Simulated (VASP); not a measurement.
# ZnS (R3m) in VASP: a series of runs

Runs on ZnS. Level: r2SCAN. Tasks: single point.

Program: VASP 6.6.1. These are calculated values, not measurements. Logs are shortened: lines on timing, memory, paths and dates and some standing lists are left out, and cuts for length are marked.

### Step 1. The cell of the first run

It takes space group R3m (No. 160, trigonal). Conventional cell: a = 4.819 Å, b = 4.819 Å, c = 5.902 Å, α = 90.00°, β = 90.00°, γ = 120.00°. Zn (site symmetry 3m) has 1 S at 1.48 Å within 2.0 Å. Within 2.0 Å of S (site symmetry 3m) lie 1 Zn at 1.48 Å.

### Step 2. Single point, r2SCAN

POSCAR reads:

```
ZnS
1.0
   -1.1358818225      2.2717636451      2.2717636451
    2.2717636451     -1.1358818225      2.2717636451
    2.2717636451      2.2717636451     -1.1358818225
Zn S
1 1
Direct
    0.0000000000      0.0000000000      0.0000000000
    0.7500000000      0.7500000000      0.7500000000
```

INCAR.step1 reads:

```
  PREC = Accurate
  ENCUT = 520
  ISMEAR = 0
  SIGMA = 0.05
  LREAL = F
  LASPH = T
  NELM = 80
  NBANDS = 16
  GGA = PE
  ALGO = Normal
  EDIFF = 1E-4
  LWAVE = T
  LCHARG = F
```

INCAR.step2 reads:

```
  PREC = Accurate
  ENCUT = 520
  EDIFF = 1E-7
  ISMEAR = 0
  SIGMA = 0.05
  LREAL = F
  LASPH = T
  NELM = 80
  ALGO = Normal
  ISIF = 2
  LWAVE = F
  LCHARG = F
  METAGGA = R2SCAN
  LMIXTAU = T
  NBANDS = 16
  ISTART = 1
```

KPOINTS reads:

```
regular mesh
0
Gamma
  8 8 8
```

Potentials or basis: VASP PAW PBE potentials, release 64 (Zn, S).

Command:

```bash
$ cat potpaw_PBE.64/Zn/POTCAR potpaw_PBE.64/S/POTCAR > POTCAR
$ cp INCAR.step1 INCAR
$ mpirun -np 1 vasp_std > vasp.out
$ cp INCAR.step2 INCAR
$ mpirun -np 1 vasp_std > vasp.out
```

OUTCAR:

```text
PREC = Accurate
   ENCUT = 520
   EDIFF = 1E-7
   ISMEAR = 0
   LREAL = F
   LASPH = T
   NELM = 80
   ISIF = 2
   METAGGA = R2SCAN
   ISTART = 1

 ion  position               nearest neighbor table
   1  0.000  0.000  0.000-   2 1.48   2 2.83   2 2.83   2 2.83
   2  0.750  0.750  0.750-   1 1.48   1 2.83   1 2.83   1 2.83

  LATTYP: Found a simple cubic cell.
 ALAT       =     3.4076454676

  Lattice vectors:

 A1 = (  -1.1358818225,   2.2717636451,   2.2717636451)
 A2 = (   2.2717636451,  -1.1358818225,   2.2717636451)
 A3 = (   2.2717636451,   2.2717636451,  -1.1358818225)

Analysis of symmetry for initial positions (statically):
=====================================================================
 Subroutine PRICEL returns:
 Original cell was already a primitive cell.

 Routine SETGRP: Setting up the symmetry group for a
 simple cubic supercell.

 Subroutine GETGRP returns: Found  6 space group operations
 (whereof  6 operations were pure point group operations)
 out of a pool of 48 trial point group operations.

The static configuration has the point symmetry C_3v.

Analysis of symmetry for dynamics (positions and initial velocities):
=====================================================================
 Subroutine PRICEL returns:
 Original cell was already a primitive cell.

 Routine SETGRP: Setting up the symmetry group for a
 simple cubic supercell.

 Subroutine GETGRP returns: Found  6 space group operations
 (whereof  6 operations were pure point group operations)
 out of a pool of 48 trial point group operations.

The dynamic configuration has the point symmetry C_3v.

 Subroutine INISYM returns: Found  6 space group operations
 (whereof  6 operations are pure point group operations),
 and found     1 'primitive' translations

----------------------------------------------------------------------------------------

                                     Primitive cell

  volume of cell :      39.5697

  direct lattice vectors                    reciprocal lattice vectors
    -1.135881823  2.271763645  2.271763645    -0.097819253  0.195638506  0.195638506
     2.271763645 -1.135881823  2.271763645     0.195638506 -0.097819253  0.195638506
     2.271763645  2.271763645 -1.135881823     0.195638506  0.195638506 -0.097819253

[... 74 lines left out ...]
   PREC   = accura    normal or accurate (medium, high low for compatibility)
   ISTART =      1    job   : 0-new  1-cont  2-samecut
   ICHARG =      0    charge: 1-file 2-atom 10-const
   ISPIN  =      1    spin polarized calculation?
   LNONCOLLINEAR =      F non collinear calculations
   LSORBIT =      F    spin-orbit coupling
   LASPH  =      T    aspherical Exc in radial PAW
   ENCUT  =  520.0 eV  38.22 Ry    6.18 a.u.   6.34  6.34  6.34*2*pi/ulx,y,z
   NELM   =     80;   NELMIN=  2; NELMDL=  0     # of ELM steps
   EDIFF  = 0.1E-06   stopping-criterion for ELM
   LREAL  =      F    real-space projection
   EDIFFG = 0.1E-05   stopping-criterion for IOM
   NSW    =      0    number of steps for IOM
   IBRION =     -1    ionic relax: 0-MD 1-quasi-New 2-CG
   NFREE  =      0    steps in history (QN), initial steepest desc. (CG)
   ISIF   =      2    stress and relaxation
   ISYM   =      2    0-nonsym 1-usesym 2-fastsym
   POTIM  = 0.5000    time-step for ionic-motion
   TEBEG  =    0.0;   TEEND  =   0.0 temperature during run
   PSTRESS=    0.0 pullay stress
   NELECT =      18.0000    total number of electrons
   NUPDOWN=      -1.0000    fix difference up-down
   EMIN   =  10.00;   EMAX   =-10.00  energy-range for DOS
   EFERMI =   0.00;   METHOD = LEGACY
   ISMEAR =     0;   SIGMA  =   0.05  broadening in eV -4-tet -1-fermi 0-gaus
   EFERMI_NEDOS =   21; number of points for ismear=-14 and -15
   IALGO  =     38    algorithm
   IMIX   =      4    mixing-type and parameters
     AMIX     =   0.40;   BMIX     =  1.00
     AMIX_MAG =   1.60;   BMIX_MAG =  1.00
  volume/ion in A,a.u.               =      19.78       133.51
  Fermi-wavevector in a.u.,A,eV,Ry     =   1.259055  2.379268 21.568210  1.585219
  Thomas-Fermi vector in A             =   2.392634
   LORBIT       =      0    0 simple, 1 ext, 2 COOP (PROOUT), +10 PAW based schemes
   METAGGA = R2SCAN    functional components
   LHFCALC =     F    Hartree Fock is set to
   AEXX    =    0.0000 exact exchange contribution
   IVDW    =     0    specifies the selected vdW correction
   LEPSILON=     F    determine dielectric tensor
   LRPA    =     F    only Hartree local field effects (RPA)
 non-spin polarized calculation
 Gauss-broadening in eV      SIGMA  =   0.05
  energy-cutoff  :      520.00
  volume of cell :       39.57
 maximum number of plane-waves:      1080
 NGX is ok and might be reduce to    28

 number of electron      17.9999993 magnetization

 Free energy of the ion-electron system (eV)
  ---------------------------------------------------
  ext. energy  EPLUGINS =         0.00000000
  ---------------------------------------------------
  free energy    TOTEN  =        -7.44284250 eV

  energy without entropy =       -7.44284250  energy(sigma->0) =       -7.44284250

 E-fermi :   2.8793     XC(G=0): -10.0797

 val. band max:        2.5643795598   @ k =   0.5000   0.3750  -0.0000
 cond. band min:       3.4823965822   @ k =   0.0000   0.0000   0.0000
 fundamental gap:      0.9180170224
 Fermi energy:         2.8792638575

 k-point     1 :       0.0000    0.0000    0.0000
  band No.  band energies     occupation
      1     -13.3423      2.00000
      2      -7.9192      2.00000
      3      -7.9192      2.00000
      4      -7.7221      2.00000
      5      -6.0555      2.00000
      6      -6.0555      2.00000
[... 433 lines left out ...]
      3      -7.8487      2.00000
      4      -7.4522      2.00000
      5      -6.0887      2.00000
      6      -6.0493      2.00000
[... 8 lines left out ...]
     15      14.8767      0.00000
     16      17.5107      0.00000

 [... further k-points ...]
[... 5 lines left out ...]
  --------------------------------------------------------------------------------------
  -------------------------------------------------------------------------------------
  Total       23.3422849     23.3422849     23.3422849     23.0886400     23.0886400     23.0886400
  in kB      945.1282283    945.1282283    945.1282283    934.8581562    934.8581562    934.8581562
  external PRESSURE =     945.1282283 kB  Pullay stress =       0.0000000 kB

 VOLUME and BASIS-vectors are now :
 -----------------------------------------------------------------------------
  energy-cutoff  :      520.00
  volume of cell :       39.57
      direct lattice vectors                 reciprocal lattice vectors
    -1.135881823  2.271763645  2.271763645    -0.097819253  0.195638506  0.195638506
     2.271763645 -1.135881823  2.271763645     0.195638506 -0.097819253  0.195638506
     2.271763645  2.271763645 -1.135881823     0.195638506  0.195638506 -0.097819253

 POSITION                                       TOTAL-FORCE (eV/Angst)
 -----------------------------------------------------------------------------------
      0.00000      0.00000      0.00000        26.210131     26.210131     26.210131
      2.55573      2.55573      2.55573       -26.210131    -26.210131    -26.210131
 -----------------------------------------------------------------------------------
    total drift:                                0.018589      0.018589      0.018589

  FREE ENERGIE OF THE ION-ELECTRON SYSTEM (eV)
  ---------------------------------------------------
  free  energy   TOTEN  =        -7.4428424983 eV

  energy  without entropy=       -7.4428424983  energy(sigma->0) =       -7.44284250
```

Run time: 90 s. Hardware: 1 thread of AMD EPYC 9R45 (Zen 5), shared host; peak memory 0.16 GiB.

Results:

```
Free energy            : -7.4428 eV
Pressure               : 94.5 GPa
Largest force          : 45.397 eV/Å
Band gap on the k mesh : 0.92 eV, indirect (least direct gap 1.21 eV)
```

Forces in eV/Å, atoms in the order of the input:
```
Zn   26.210  26.210  26.210
S   -26.210 -26.210 -26.210
```

Levels at points of the mesh, in eV from the valence-band top:
| k point | band 7 | band 8 | band 9 | band 10 | band 11 | band 12 |
| --- | --- | --- | --- | --- | --- | --- |
| (0.00, 0.00, 0.00) | -1.27 | -0.35 | -0.35 | 0.92 | 4.66 | 4.66 |
| (0.50, 0.00, 0.00) | -5.52 | -0.50 | 0.00 | 3.40 | 6.25 | 6.27 |
| (0.50, 0.50, 0.00) | -4.43 | -4.37 | -0.04 | 1.17 | 6.53 | 9.26 |
| (0.50, 0.50, 0.50) | -3.78 | -3.26 | -3.26 | 2.13 | 3.86 | 3.86 |

Caveat: the PAW data sets were made with another functional, which shifts forces and pressure a little. A k mesh can miss the band edges.

### Step 3. Single point, r2SCAN

This run uses another cell than the first one, of the same volume but with other edges.

POSCAR reads:

```
ZnS
1.0
    1.4311214184      3.5778035460      3.5778035460
    3.5778035460      1.4311214184      3.5778035460
    3.5778035460      3.5778035460      1.4311214184
Zn S
1 1
Direct
    0.0000000000      0.0000000000      0.0000000000
    0.7500000000      0.7500000000      0.7500000000
```

INCAR.step1 reads:

```
SYSTEM = ZnS
ALGO = Normal
EDIFF = 1E-4
ENCUT = 520
GGA = PE
ISMEAR = 0
LASPH = .TRUE.
LCHARG = .FALSE.
LREAL = .FALSE.
LWAVE = .TRUE.
NBANDS = 16
NELM = 100
PREC = Accurate
SIGMA = 0.05
```

INCAR.step2 reads:

```
SYSTEM = ZnS
ALGO = Normal
EDIFF = 1E-7
ENCUT = 520
ISIF = 2
ISMEAR = 0
ISTART = 1
LASPH = .TRUE.
LCHARG = .TRUE.
LELF = .TRUE.
LMIXTAU = .TRUE.
LREAL = .FALSE.
LVHAR = .TRUE.
LWAVE = .FALSE.
METAGGA = R2SCAN
NBANDS = 16
NELM = 100
PREC = Accurate
SIGMA = 0.05
```

KPOINTS reads:

```
k-points
0
G
  8 8 8
  0 0 0
```

Potentials or basis: VASP PAW PBE potentials, release 64 (Zn, S).

Command:

```bash
$ cat potpaw_PBE.64/Zn/POTCAR potpaw_PBE.64/S/POTCAR > POTCAR
$ cp INCAR.step1 INCAR
$ mpirun -np 1 vasp_std > vasp.out
$ cp INCAR.step2 INCAR
$ mpirun -np 1 vasp_std > vasp.out
```

Wall time 4 min (1 thread of AMD EPYC 9R45 (Zen 5), shared host); peak memory 0.24 GiB.

Results (log left out):

```
Free energy            : -15.8548 eV
Pressure               : 23.8 GPa
Largest force          : 1.474 eV/Å
Band gap on the k mesh : zero (band 9 reaches 4.24 eV, above the bottom of band 10 at 2.96 eV)
```

Forces in eV/Å, atoms in the order of the input:
```
Zn  -0.851 -0.851 -0.851
S    0.851  0.851  0.851
```

Stress tensor (GPa, compression positive):
```
 23.78 -11.04 -11.04
-11.04  23.78 -11.04
-11.04 -11.04  23.78
```

Levels at points of the mesh, in eV from the Fermi level:
```csv
k point,band 6,band 7,band 8,band 9,band 10,band 11,band 12,band 13
"(0.00, 0.00, 0.00)",-7.86,-5.33,-2.01,1.08,1.08,8.48,9.90,9.90
"(0.50, 0.00, 0.00)",-7.47,-6.52,-3.25,-0.95,1.18,4.48,6.16,6.75
"(0.50, 0.50, 0.00)",-7.52,-6.43,-3.54,-1.01,1.05,4.74,6.12,8.70
"(0.50, 0.50, 0.50)",-7.86,-6.45,0.98,1.05,1.05,6.37,8.60,9.93
```

Caveat: the PAW data sets were made with another functional, which shifts forces and pressure a little.

### Step 4. Single point, r2SCAN

This run uses another cell than the first one, of the same volume but with other edges.

POSCAR reads:

```
ZnS
1.0
   -0.5861359534      2.4456017367      2.4456017367
    2.4456017367     -0.5861359534      2.4456017367
    2.4456017367      2.4456017367     -0.5861359534
Zn S
1 1
Direct
    0.0000000000      0.0000000000      0.0000000000
    0.7500000000      0.7500000000      0.7500000000
```

INCAR.step1 reads:

```
SYSTEM = ZnS
PREC = Accurate
ENCUT = 520
ISMEAR = 0
SIGMA = 0.05
LREAL = .FALSE.
LASPH = .TRUE.
NELM = 80
NBANDS = 16
GGA = PE
ALGO = Normal
EDIFF = 1E-4
LWAVE = .TRUE.
LCHARG = .FALSE.
```

INCAR.step2 reads:

```
SYSTEM = ZnS
PREC = Accurate
ENCUT = 520
EDIFF = 1E-6
ISMEAR = 0
SIGMA = 0.05
LREAL = .FALSE.
LASPH = .TRUE.
NELM = 80
ALGO = Normal
ISIF = 2
LWAVE = .FALSE.
LCHARG = .FALSE.
METAGGA = R2SCAN
LMIXTAU = .TRUE.
NBANDS = 16
ISTART = 1
```

KPOINTS reads:

```
regular mesh
0
G
  8 8 8
  0 0 0
```

Command:

```bash
$ cat potpaw_PBE.64/Zn/POTCAR potpaw_PBE.64/S/POTCAR > POTCAR
$ cp INCAR.step1 INCAR
$ mpirun -np 1 vasp_std > vasp.out
$ cp INCAR.step2 INCAR
$ mpirun -np 1 vasp_std > vasp.out
```

It took 84 s on 1 thread of AMD EPYC 9R45 (Zen 5), shared host; peak memory 0.16 GiB.

It converged, with:

```yaml
Free_energy: -16.9706 eV
Pressure: 18.0 GPa
Largest_force: 7.852 eV/Å
Band_gap_on_the_k_mesh: 1.92 eV, indirect (least direct gap 1.93 eV)
```

Forces in eV/Å, atoms in the order of the input:
```
Zn   4.533  4.533  4.533
S   -4.533 -4.533 -4.533
```

Stress tensor (GPa, compression positive):
```
17.99 26.28 26.28
26.28 17.99 26.28
26.28 26.28 17.99
```

Levels at points of the mesh, in eV from the valence-band top:
```csv
k point,band 5,band 6,band 7,band 8,band 9,band 10,band 11,band 12,band 13,band 14
"(0.00, 0.00, 0.00)",-6.38,-6.38,-0.06,-0.06,-0.01,1.92,5.61,5.61,11.91,13.35
"(0.50, 0.00, 0.00)",-6.39,-6.22,-5.08,-0.28,-0.15,4.19,6.72,7.98,11.37,11.62
"(0.50, 0.50, 0.00)",-6.36,-6.19,-4.50,-3.23,-0.61,2.66,6.20,9.60,11.36,12.59
"(0.50, 0.50, 0.50)",-6.41,-6.35,-4.77,-2.06,-2.06,2.30,5.83,5.83,8.57,14.39
```

Caveat: the PAW data sets were made with another functional, which shifts forces and pressure a little.

### Step 5. The runs side by side

| cell | gap on the mesh (eV) | pressure (GPa) | largest force (eV/Å) |
| --- | --- | --- | --- |
| a = 3.408 Å, 2 atoms | 0.92 | 94.5 | 45.40 |
| a = 5.258 Å, angles 33.6°, 2 atoms | none | 23.8 | 1.47 |
| a = 3.508 Å, angles 75.3°, 2 atoms | 1.92 | 18.0 | 7.85 |

Alike in all rows: task single point; level r2SCAN; potentials or basis VASP PAW PBE potentials, release 64 (Zn, S); no spin polarisation; k mesh 8 × 8 × 8; cutoff (eV) 520; smearing gaussian 0.05 eV.

Caveats: the PAW data sets were made with another functional, which shifts forces and pressure a little.

Absolute energies hang on the potentials; compare differences alone.
